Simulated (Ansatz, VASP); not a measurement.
This is a calculation of Ge for Ansatz 0.2.0.

The input input.yaml:

```yaml
crystal:
  lattice:
    - [1.488052925, -2.59468961, 0.0]
    - [1.488052925, 2.59468961, 0.0]
    - [0.0, 0.0, 4.72759579]
  atoms:
    - { symbol: Ge, position: [0.33344663, 0.66655337, 0.25] }
    - { symbol: Ge, position: [0.66655337, 0.33344663, 0.75] }
hamiltonian:
  xc: pbe
  pseudopotentials: { kind: paw }
kpoints:
  mp_grid: { grid: [10, 10, 6] }
scf:
  occupations: { method: gaussian, width: 0.013 }
output:
  forces: true
  stress: true
  eigenvalues: true
```

Potentials or basis: Ansatz PAW.

Command:

```console
$ ansatz run input.yaml --threads 2 --pin off --max-ram 5632MiB --backend cpu --events-out ev --progress --plain --runs-dir out
```

Translate it to VASP 6.6.1. Potentials there: VASP PAW PBE potentials, release 64 (Ge_d).

As run (the cutoff follows the program's own potentials):

Contents of INCAR:

```
SYSTEM = Ge
ALGO = Normal
EDIFF = 1E-7
ENCUT = 520
GGA = PE
ISIF = 2
ISMEAR = 0
LASPH = .True.
LCHARG = .False.
LREAL = .False.
LWAVE = .False.
NBANDS = 21
NELM = 80
PREC = Accurate
SIGMA = 0.013000000000000001
```

KPOINTS

```
k-points
0
Gamma
  10 10 6
  0 0 0
```

File POSCAR:

```
Ge
1.0
    1.4880529250     -2.5946896100      0.0000000000
    1.4880529250      2.5946896100      0.0000000000
    0.0000000000      0.0000000000      4.7275957900
Ge
2
Direct
    0.3334466300      0.6665533700      0.2500000000
    0.6665533700      0.3334466300      0.7500000000
```

Potentials or basis: VASP PAW PBE potentials, release 64 (Ge_d).

The run is started by

```bash
$ cat potpaw_PBE.64/Ge_d/POTCAR > POTCAR
$ mpirun -np 1 vasp_std > vasp.out
```

Both were run:

|  | VASP | Ansatz | Ansatz less VASP |
| --- | --- | --- | --- |
| gap on the k mesh at the Fermi level (eV) | none | none | - |
| pressure (GPa) | 4.4 | 4.3 | -0.04 |
| traceless stress, the component that is largest in VASP (GPa) | -1.19 | -1.19 | -0.002 |
| rms of the force components (eV/Å) | 0.010 | 0.010 | +0.0001 |

Atom by atom the forces differ by 0.000 eV/Å (rms over components). A gap of «none» marks a metal or a gap that the smearing closes.
